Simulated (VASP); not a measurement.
Runs of VASP 6.6.1 on BaTe. The structure is that of space group P-6m2 (No. 187), or close to it. The cells are those of the table. 

| task | cell | k mesh | cutoff (eV) | smearing | k mesh for the DOS | occupations for the DOS | gap on the mesh (eV) | pressure (GPa) | relaxed volume (Å³/atom) |
| --- | --- | --- | --- | --- | --- | --- | --- | --- | --- |
| relaxation of cell and atoms | relaxed from a = 4.088, b = 4.088, c = 4.720 Å, angles 90.0, 90.0, 120.0°, 2 atoms | 6 × 6 × 4 | 500 | gaussian 0.1 eV | - | - | 1.50 | 0.0 | 44.62 |
| single point | a = 4.808, b = 4.808, c = 4.410 Å, angles 90.0, 90.0, 120.0°, 2 atoms | 6 × 6 × 6 | 500 | gaussian 0.02 eV | - | - | 1.47 | 0.3 | - |
| single point | a = 4.088, b = 4.088, c = 4.720 Å, angles 90.0, 90.0, 120.0°, 2 atoms | 6 × 6 × 4 | 500 | gaussian 0.1 eV | - | - | none | (a) | - |
| single point | a = 4.752, b = 4.752, c = 4.379 Å, angles 90.0, 90.0, 120.0°, 2 atoms | 6 × 6 × 6 | 500 | gaussian 0.02 eV | - | - | 1.42 | 1.2 | - |
| relaxation of cell and atoms | relaxed from a = 4.797, b = 4.797, c = 4.417 Å, angles 90.0, 90.0, 120.0°, 2 atoms | 6 × 6 × 6 | 500 | gaussian 0.02 eV | - | - | 1.49 | 0.0 | (c) |
| single point | a = 4.797, b = 4.797, c = 4.417 Å, angles 90.0, 90.0, 120.0°, 2 atoms | 6 × 6 × 4 | 500 | gaussian 0.1 eV | - | - | 1.47 | (b) | - |
| relaxation of shape and atoms at fixed volume | relaxed from a = 4.759, b = 4.759, c = 4.365 Å, angles 90.0, 90.0, 120.0°, 2 atoms | 6 × 6 × 6 | 500 | gaussian 0.02 eV | - | - | 1.42 | 1.2 | - |

Alike in all rows: level PBE; potentials or basis VASP PAW PBE potentials, release 64 (Ba_sv, Te); no spin polarisation.

Fill in the values left out.

(a) 9.4; (b) 0.4; (c) 44.66.

Caveats: spin-orbit coupling is left out, which moves the levels of the heavy elements; the volume moved by over 15 % at a fixed basis, so the end points are rough (some runs).

A k mesh can miss the band edges, and the runs leave out spin-orbit coupling on Ba, Te.

A gap of «none» marks levels without a gap at the run's occupations.
